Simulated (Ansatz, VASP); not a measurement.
# Two plane-wave programs on Sn

INCAR

```
SYSTEM = Sn
  PREC = Accurate
  ENCUT = 520
  EDIFF = 1E-8
  ISMEAR = 0
  SIGMA = 0.1
  LREAL = .FALSE.
  LASPH = .TRUE.
  NELM = 100
  ALGO = Fast
  ISIF = 2
  LWAVE = .FALSE.
  LCHARG = .FALSE.
  GGA = PS
  LEFG = .TRUE.
  NBANDS = 13
```

Contents of KPOINTS:

```
regular mesh
0
G
  6 6 6
  0 0 0
```

File POSCAR:

```
Sn
1.0
   -1.8946518192      1.8946518192      1.8946518192
    1.8946518192     -1.8946518192      1.8946518192
    1.8946518192      1.8946518192     -1.8946518192
Sn
1
Direct
    0.0000000000      0.0000000000      0.0000000000
```

Input for Ansatz:

```yaml
crystal:
  lattice:
    - [-1.8946518192, 1.8946518192, 1.8946518192]
    - [1.8946518192, -1.8946518192, 1.8946518192]
    - [1.8946518192, 1.8946518192, -1.8946518192]
  atoms:
    - { symbol: Sn, position: [0.0, 0.0, 0.0] }
basis:
  ecutwfc: 420
kpoints:
  mp_grid: { grid: [6, 6, 6] }
hamiltonian:
  xc: pbesol
scf:
  occupations: { method: gaussian, width: 0.1 }
  n_extra_bands: 3
output:
  forces: true
  stress: true
  eigenvalues: true
  efg: {}
```

Alike in both runs: task electric field gradients; functional PBEsol; k mesh 6 × 6 × 6; occupations gaussian, width 0.1 eV; no spin polarisation.

```csv
,VASP,Ansatz
version,VASP 6.6.1,Ansatz 0.2.0
potentials or method,"VASP PAW PBE potentials, release 64 (Sn_d), cutoff 520 eV","scalar-relativistic, plane waves, PAW"
valence electrons in the cell,14,14
```

VASP gave:

| Property | Result |
| --- | --- |
| gap on the k mesh at the Fermi level (eV) | none |
| pressure (GPa) | -2.2 |

Problem. What did Ansatz give for the same quantities?

Solution. gap on the k mesh at the Fermi level (eV): none; pressure (GPa): -2.1.

VASP's potentials were made for PBE, not for PBEsol. A gap of «none» marks a metal or a gap that the smearing closes. With one functional, cell and mesh, what is left measures potentials, basis and numerics.

The k mesh is coarse, so the values compare programs but aren't converged.
